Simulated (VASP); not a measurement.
# HfC (Fm-3m) in VASP: a series of runs

HfC is run at these levels: LDA; tasks: single point.

Everything below comes from runs of VASP 6.6.1. Logs are shortened: lines on timing, memory, paths and dates and some standing lists are left out, and cuts for length are marked.

### 1 The cell of the first run

The structure is cubic, space group Fm-3m (No. 225). The conventional cell has a = 4.620 Å, b = 4.620 Å, c = 4.620 Å, α = 90.00°, β = 90.00°, γ = 90.00°. Hf (site symmetry m-3m) has 6 C at 2.31 Å within 3.1 Å. C (site symmetry m-3m) has 6 Hf at 2.31 Å within 3.1 Å.

### 2 Single point, LDA

Contents of INCAR:

```
SYSTEM = HfC
PREC     = Accurate       ! precision mode
ENCUT    = 600            ! plane-wave cutoff, eV
EDIFF    = 1E-6           ! SCF threshold, eV
ISMEAR   = 0              ! smearing method
SIGMA    = 0.05           ! smearing width, eV
LREAL    = .False.        ! projectors in reciprocal space
LASPH    = .True.         ! aspherical terms in the spheres
NELM     = 120            ! most SCF steps
ALGO     = Normal         ! electronic algorithm
ISIF     = 2              ! what is computed and relaxed
LWAVE    = .False.        ! write WAVECAR
LCHARG   = .False.        ! write CHGCAR
NBANDS   = 14             ! bands
GGA_COMPAT= .False.
```

Contents of KPOINTS:

```
Automatic mesh
0
Gamma
  6 6 6
  0 0 0
```

Contents of POSCAR:

```
HfC
1.0
    0.0000000000      2.3100000000      2.3100000000
    2.3100000000      0.0000000000      2.3100000000
    2.3100000000      2.3100000000      0.0000000000
Hf C
1 1
Direct
    0.0000000000      0.0000000000      0.0000000000
    0.5000000000      0.5000000000      0.5000000000
```

Potentials or basis: VASP PAW LDA potentials, release 64 (Hf_pv, C).

The run is started by

```console
cat potpaw_LDA.64/Hf_pv/POTCAR potpaw_LDA.64/C/POTCAR > POTCAR
mpirun -np 1 vasp_std > vasp.out
```

OUTCAR:

```text
SYSTEM = HfC
   PREC = Accurate
   ENCUT = 600
   EDIFF = 1E-6
   ISMEAR = 0
   LREAL = .False.
   LASPH = .True.
   NELM = 120
   ISIF = 2

 ion  position               nearest neighbor table
   1  0.000  0.000  0.000-   2 2.31   2 2.31   2 2.31   2 2.31   2 2.31   2 2.31
   2  0.500  0.500  0.500-   1 2.31   1 2.31   1 2.31   1 2.31   1 2.31   1 2.31

  LATTYP: Found a face centered cubic cell.
 ALAT       =     4.6200000000

  Lattice vectors:

 A1 = (   0.0000000000,   2.3100000000,   2.3100000000)
 A2 = (   2.3100000000,   0.0000000000,   2.3100000000)
 A3 = (   2.3100000000,   2.3100000000,   0.0000000000)

Analysis of symmetry for initial positions (statically):
=====================================================================
 Subroutine PRICEL returns:
 Original cell was already a primitive cell.

 Routine SETGRP: Setting up the symmetry group for a
 face centered cubic supercell.

 Subroutine GETGRP returns: Found 48 space group operations
 (whereof 48 operations were pure point group operations)
 out of a pool of 48 trial point group operations.

The static configuration has the point symmetry O_h .

Analysis of symmetry for dynamics (positions and initial velocities):
=====================================================================
 Subroutine PRICEL returns:
 Original cell was already a primitive cell.

 Routine SETGRP: Setting up the symmetry group for a
 face centered cubic supercell.

 Subroutine GETGRP returns: Found 48 space group operations
 (whereof 48 operations were pure point group operations)
 out of a pool of 48 trial point group operations.

The dynamic configuration has the point symmetry O_h .

 Subroutine INISYM returns: Found 48 space group operations
 (whereof 48 operations are pure point group operations),
 and found     1 'primitive' translations

----------------------------------------------------------------------------------------

                                     Primitive cell

  volume of cell :      24.6528

  direct lattice vectors                    reciprocal lattice vectors
     0.000000000  2.310000000  2.310000000    -0.216450216  0.216450216  0.216450216
     2.310000000  0.000000000  2.310000000     0.216450216 -0.216450216  0.216450216
     2.310000000  2.310000000  0.000000000     0.216450216  0.216450216 -0.216450216

  length of vectors
     3.266833329  3.266833329  3.266833329     0.374902772  0.374902772  0.374902772

  position of ions in fractional coordinates (direct lattice)
     0.000000000  0.000000000  0.000000000
     0.500000000  0.500000000  0.500000000

  ion indices of the primitive-cell ions
   primitive index   ion index
                 1           1
                 2           2

----------------------------------------------------------------------------------------

 KPOINTS: Automatic mesh

Automatic generation of k-mesh.
 Grid dimensions read from file:
 generate k-points for:    6    6    6

 Generating k-lattice:

  Cartesian coordinates                     Fractional coordinates (reciprocal lattice)
    -0.036075036  0.036075036  0.036075036     0.166666667  0.000000000  0.000000000
     0.036075036 -0.036075036  0.036075036     0.000000000  0.166666667  0.000000000
     0.036075036  0.036075036 -0.036075036     0.000000000  0.000000000  0.166666667

  Length of vectors
     0.062483795  0.062483795  0.062483795

  Shift w.r.t. Gamma in fractional coordinates (k-lattice)
     0.000000000  0.000000000  0.000000000

 Subroutine IBZKPT returns following result:
 ===========================================

 Found     16 irreducible k-points:

 Following reciprocal coordinates:
            Coordinates               Weight
  0.000000  0.000000  0.000000      1.000000
  0.166667  0.000000  0.000000      8.000000
  0.333333  0.000000  0.000000      8.000000
  0.500000  0.000000  0.000000      4.000000
  0.166667  0.166667  0.000000      6.000000
  0.333333  0.166667  0.000000     24.000000
[... 8 lines left out ...]
 -0.333333  0.333333  0.166667     24.000000
 -0.333333  0.500000  0.166667     12.000000
   k-points           NKPTS =     16   k-points in BZ     NKDIM =     16   number of bands    NBANDS=     14
   number of dos      NEDOS =    301   number of ions     NIONS =      2
   total plane-waves  NPLWV =  21952
   dimension x,y,z NGX =    28 NGY =   28 NGZ =   28
   dimension x,y,z NGXF=    56 NGYF=   56 NGZF=   56
   ions per type =               1   1
   NGX,Y,Z   is equivalent  to a cutoff of  14.25, 14.25, 14.25 a.u.
   NGXF,Y,Z  is equivalent  to a cutoff of  28.50, 28.50, 28.50 a.u.
 SYSTEM =  HfC
   PREC   = accura    normal or accurate (medium, high low for compatibility)
   ISTART =      0    job   : 0-new  1-cont  2-samecut
   ICHARG =      2    charge: 1-file 2-atom 10-const
   ISPIN  =      1    spin polarized calculation?
   LNONCOLLINEAR =      F non collinear calculations
   LSORBIT =      F    spin-orbit coupling
   LASPH  =      T    aspherical Exc in radial PAW
   ENCUT  =  600.0 eV  44.10 Ry    6.64 a.u.   6.52  6.52  6.52*2*pi/ulx,y,z
   NELM   =    120;   NELMIN=  2; NELMDL= -5     # of ELM steps
   EDIFF  = 0.1E-05   stopping-criterion for ELM
   LREAL  =      F    real-space projection
   EDIFFG = 0.1E-04   stopping-criterion for IOM
   NSW    =      0    number of steps for IOM
   IBRION =     -1    ionic relax: 0-MD 1-quasi-New 2-CG
   NFREE  =      0    steps in history (QN), initial steepest desc. (CG)
   ISIF   =      2    stress and relaxation
   ISYM   =      2    0-nonsym 1-usesym 2-fastsym
   POTIM  = 0.5000    time-step for ionic-motion
   TEBEG  =    0.0;   TEEND  =   0.0 temperature during run
   PSTRESS=    0.0 pullay stress
   NELECT =      14.0000    total number of electrons
   NUPDOWN=      -1.0000    fix difference up-down
   EMIN   =  10.00;   EMAX   =-10.00  energy-range for DOS
   EFERMI =   0.00;   METHOD = LEGACY
   ISMEAR =     0;   SIGMA  =   0.05  broadening in eV -4-tet -1-fermi 0-gaus
   EFERMI_NEDOS =   21; number of points for ismear=-14 and -15
   IALGO  =     38    algorithm
   IMIX   =      4    mixing-type and parameters
     AMIX     =   0.40;   BMIX     =  1.00
     AMIX_MAG =   1.60;   BMIX_MAG =  1.00
  volume/ion in A,a.u.               =      12.33        83.18
  Fermi-wavevector in a.u.,A,eV,Ry     =   1.355696  2.561893 25.006293  1.837911
  Thomas-Fermi vector in A             =   2.482761
   LORBIT       =      0    0 simple, 1 ext, 2 COOP (PROOUT), +10 PAW based schemes
   GGA     = CA    functional components
   LHFCALC =     F    Hartree Fock is set to
   AEXX    =    0.0000 exact exchange contribution
   IVDW    =     0    specifies the selected vdW correction
   LEPSILON=     F    determine dielectric tensor
   LRPA    =     F    only Hartree local field effects (RPA)
 non-spin polarized calculation
 Gauss-broadening in eV      SIGMA  =   0.05
  energy-cutoff  :      600.00
  volume of cell :       24.65
 maximum number of plane-waves:       869
 NGX is ok and might be reduce to    28
   NGX = 13   NGY = 13   NGZ = 13

 number of electron      14.0000000 magnetization

 Free energy of the ion-electron system (eV)
  ---------------------------------------------------
  ext. energy  EPLUGINS =         0.00000000
  ---------------------------------------------------
  free energy    TOTEN  =       -22.86728993 eV

  energy without entropy =      -22.86726934  energy(sigma->0) =      -22.86727964

 E-fermi :   5.8788     XC(G=0): -12.5815

 val. band max:        5.7669998051   @ k =   0.1667   0.1667   0.0000
 cond. band min:       5.9831927206   @ k =   0.5000   0.5000   0.0000
 fundamental gap:      0.2161929155
 Fermi energy:         5.8787689166

 k-point     1 :       0.0000    0.0000    0.0000
  band No.  band energies     occupation
      1     -23.3087      2.00000
      2     -23.3087      2.00000
      3     -23.3087      2.00000
      4      -6.2327      2.00000
      5       7.0487      0.00000
      6       7.0487      0.00000
      7       7.0487      0.00000
      8       7.3064      0.00000
      9       7.3064      0.00000
     10       7.3064      0.00000
     11       9.3841      0.00000
     12       9.3841      0.00000
     13      13.1913      0.00000
     14      17.0996      0.00000

 k-point     2 :       0.1667    0.0000    0.0000
  band No.  band energies     occupation
      1     -23.5054      2.00000
      2     -23.3277      2.00000
      3     -23.3277      2.00000
      4      -5.5309      2.00000
      5       4.4525      2.00000
      6       5.1433      2.00000
      7       5.1433      2.00000
      8       8.1907      0.00000
      9       8.1907      0.00000
     10       8.5320      0.00000
     11      11.8516      0.00000
     12      11.8516      0.00000
     13      14.4397      0.00000
     14      18.8868      0.00000

 k-point     3 :       0.3333    0.0000    0.0000
  band No.  band energies     occupation
      1     -23.8765      2.00000
      2     -23.3653      2.00000
      3     -23.3653      2.00000
      4      -3.7981      2.00000
      5       1.5998      2.00000
      6       3.5170      2.00000
      7       3.5170      2.00000
      8       9.7329      0.00000
      9       9.9885      0.00000
     10       9.9885      0.00000
     11      15.2099      0.00000
     12      15.3979      0.00000
     13      15.3979      0.00000
     14      18.9531      0.00000

 k-point     4 :       0.5000    0.0000    0.0000
  band No.  band energies     occupation
      1     -24.0522      2.00000
      2     -23.3839      2.00000
      3     -23.3839      2.00000
      4      -2.2800      2.00000
      5      -0.2076      2.00000
      6       2.9504      2.00000
      7       2.9504      2.00000
      8      11.3214      0.00000
      9      11.3214      0.00000
     10      11.8252      0.00000
     11      12.7397      0.00000
     12      17.5826      0.00000
     13      17.5826      0.00000
     14      18.9546      0.00000

 k-point     5 :       0.1667    0.1667    0.0000
  band No.  band energies     occupation
      1     -23.4908      2.00000
      2     -23.3731      2.00000
      3     -23.3731      2.00000
      4      -5.3660      2.00000
      5       3.5705      2.00000
      6       5.7670      1.99843
      7       5.7670      1.99843
      8       6.2149      0.00000
      9       9.8046      0.00000
     10       9.8807      0.00000
     11       9.8807      0.00000
[... 140 lines left out ...]
 k-point    14 :       0.5000    0.3333    0.1667
  band No.  band energies     occupation
      1     -23.8491      2.00000
      2     -23.5934      2.00000
      3     -23.4541      2.00000
      4      -3.5633      2.00000
      5       1.7555      2.00000
      6       3.6303      2.00000
      7       3.8525      2.00000
      8       8.1047      0.00000
      9      11.6765      0.00000
     10      12.0652      0.00000
     11      12.6037      0.00000
     12      15.6362      0.00000
     13      18.1289      0.00000
     14      18.7370      0.00000

 k-point    15 :      -0.3333    0.3333    0.1667
  band No.  band energies     occupation
      1     -23.8703      2.00000
      2     -23.6730      2.00000
      3     -23.4968      2.00000
      4      -3.2405      2.00000
      5       1.7267      2.00000
      6       3.3119      2.00000
      7       3.6744      2.00000
      8       9.7229      0.00000
      9       9.7571      0.00000
     10      12.4040      0.00000
     11      14.5854      0.00000
     12      14.9192      0.00000
     13      18.4187      0.00000
     14      18.9267      0.00000

 k-point    16 :      -0.3333    0.5000    0.1667
  band No.  band energies     occupation
      1     -23.8647      2.00000
      2     -23.6657      2.00000
      3     -23.5744      2.00000
      4      -3.7396      2.00000
      5       3.3742      2.00000
      6       3.4741      2.00000
      7       3.6158      2.00000
      8       8.0173      0.00000
      9      11.2797      0.00000
     10      12.7898      0.00000
     11      12.8803      0.00000
     12      14.7027      0.00000
     13      17.8001      0.00000
     14      18.9922      0.00000

------------------------ aborting loop because EDIFF is reached ----------------------------------------

  FORCE on cell =-STRESS in cart. coord.  units (eV):
  Direction    XX          YY          ZZ          XY          YZ          ZX
  --------------------------------------------------------------------------------------
  -------------------------------------------------------------------------------------
  Total       -1.1172456     -1.1172456     -1.1172456     -0.0000000      0.0000000     -0.0000000
  in kB      -72.6094736    -72.6094736    -72.6094736     -0.0000000      0.0000000     -0.0000000
  external PRESSURE =     -72.6094736 kB  Pullay stress =       0.0000000 kB

 VOLUME and BASIS-vectors are now :
 -----------------------------------------------------------------------------
  energy-cutoff  :      600.00
  volume of cell :       24.65
      direct lattice vectors                 reciprocal lattice vectors
     0.000000000  2.310000000  2.310000000    -0.216450216  0.216450216  0.216450216
     2.310000000  0.000000000  2.310000000     0.216450216 -0.216450216  0.216450216
     2.310000000  2.310000000  0.000000000     0.216450216  0.216450216 -0.216450216

 POSITION                                       TOTAL-FORCE (eV/Angst)
 -----------------------------------------------------------------------------------
      0.00000      0.00000      0.00000         0.000000     -0.000000     -0.000000
      2.31000      2.31000      2.31000        -0.000000      0.000000      0.000000
 -----------------------------------------------------------------------------------
    total drift:                                0.000000      0.000000      0.000000

  FREE ENERGIE OF THE ION-ELECTRON SYSTEM (eV)
  ---------------------------------------------------
  free  energy   TOTEN  =       -22.8672899330 eV

  energy  without entropy=      -22.8672693448  energy(sigma->0) =      -22.86727964
```

Run time: 12 s. Hardware: 1 thread of Intel Xeon 8259CL, shared host; peak memory 0.14 GiB.

Results:

```yaml
Free_energy: -22.8673 eV
Pressure: -7.3 GPa
Band_gap_on_the_k_mesh: zero (band 7 reaches 7.05 eV, above the bottom of band 8 at 5.69 eV)
```

Levels at points of the mesh, in eV from the Fermi level:
```tsv
k point	band 4	band 5	band 6	band 7	band 8	band 9	band 10	band 11
(0.00, 0.00, 0.00)	-12.11	1.17	1.17	1.17	1.43	1.43	1.43	3.51
(0.50, 0.00, 0.00)	-8.16	-6.09	-2.93	-2.93	5.44	5.44	5.95	6.86
(0.50, 0.50, 0.00)	-10.19	-2.35	-1.77	0.10	0.10	5.48	6.90	6.90
```

Caveat: the k points lie up to 0.39 Å⁻¹ apart; spin-orbit coupling is left out, which moves the levels of the heavy elements.

(Continued in part 2 of 2.)
